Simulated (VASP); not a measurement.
# Li: relaxation of cell and atoms with PBEsol

Li:

```
CELL_PARAMETERS angstrom
2.67330 0.00000 0.00000
0.00000 2.67330 0.00000
0.00000 0.00000 2.67330
ATOMIC_POSITIONS crystal
Li 0.00000 0.00000 0.00000
```

This isn't the form of Li at room conditions, which is bcc.

```
Program                : VASP 6.6.1
Task                   : relaxation of cell and atoms
Functional             : PBEsol
Potentials or basis    : VASP PAW PBE potentials, release 64 (Li_sv)
Cutoff                 : 600 eV
k mesh                 : 14 × 14 × 14
Occupations            : fermi-dirac, width 0.05 eV
Spin                   : no spin polarisation
Target pressure        : 1.9 GPa
Dipole correction      : no
Further INCAR settings : ALGO = Normal; EDIFF = 1e-06; IBRION = 2; EDIFFG = -0.005; NSW = 60; ISIF = 3
```

```json
{"Relaxed volume": "17.77 Å³/atom", "Relaxed cell": "a = 2.609 Å, b = 2.609 Å, c = 2.609 Å, α = 90.00°, β = 90.00°, γ = 90.00°", "Space group after relaxing (to 0.1 Å)": "Pm-3m (No. 221)", "Energy change on relaxing (the run minimises the enthalpy)": "+10.6 meV/atom", "Ionic steps": "5", "Pressure after relaxing": "1.9 GPa", "Band gap on the k mesh": "zero (an odd number of electrons rules out a gap without spin polarisation)"}
```

The path:
```
step  energy change (eV)  largest force (eV/Å)  pressure (GPa)  volume (Å³)
   1              0.0000                0.0000            0.73        19.10
   2              0.0021                0.0000            1.02        18.72
   3              0.0069                0.0000            1.55        18.11
   4              0.0228                0.0000            2.84        16.92
   5              0.0106                0.0000            1.86        17.77
```

Final structure:
```
CELL_PARAMETERS angstrom
2.60936 0.00000 0.00000
0.00000 2.60936 0.00000
0.00000 0.00000 2.60936
ATOMIC_POSITIONS crystal
Li 0.00000 0.00000 0.00000
```

Levels at points of the mesh, in eV from the Fermi level:
```csv
k point,band 1,band 2,band 3,band 4,band 5
"(0.00, 0.00, 0.00)",-45.95,-3.61,13.17,13.17,13.17
"(0.50, 0.00, 0.00)",-45.91,-0.81,2.53,16.44,16.44
"(0.50, 0.50, 0.00)",-45.88,3.48,3.48,6.14,9.60
"(0.50, 0.50, 0.50)",-45.85,7.38,7.38,7.38,11.02
```

It took 33 s on 1 thread of Intel Xeon 8259CL, with other jobs on the host, peak memory 0.14 GiB.

Caveat: the cutoff is under 1.25 times the usual one of these potentials, so pressure, stress and relaxed cells hold a basis-set (Pulay) error; the cell is relaxed towards a set pressure, so the run minimises the enthalpy, not the energy; the PAW data sets were made with another functional, which shifts forces and pressure a little.
